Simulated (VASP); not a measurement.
Runs of VASP 6.6.1 on SiNi3. The structure is that of space group Pm-3m (No. 221), or close to it. The cells are those of the table. 

```tsv
cell	gap on the mesh (eV)	pressure (GPa)
a = 3.541 Å, 4 atoms	none	-5.8
a = 3.575 Å, 4 atoms	none	-10.7
a = 3.542 Å, 4 atoms	none	-5.9
a = 3.471 Å, 4 atoms	none	(a)
```

Alike in all rows: task single point; level PBE; potentials or basis VASP PAW PBE potentials, release 64 (Si, Ni); no spin polarisation; k mesh 12 × 12 × 12; cutoff (eV) 520; smearing gaussian 0.1 eV.

Estimate the missing entries.

(a) 7.0.

A gap of «none» marks levels without a gap at the run's occupations.
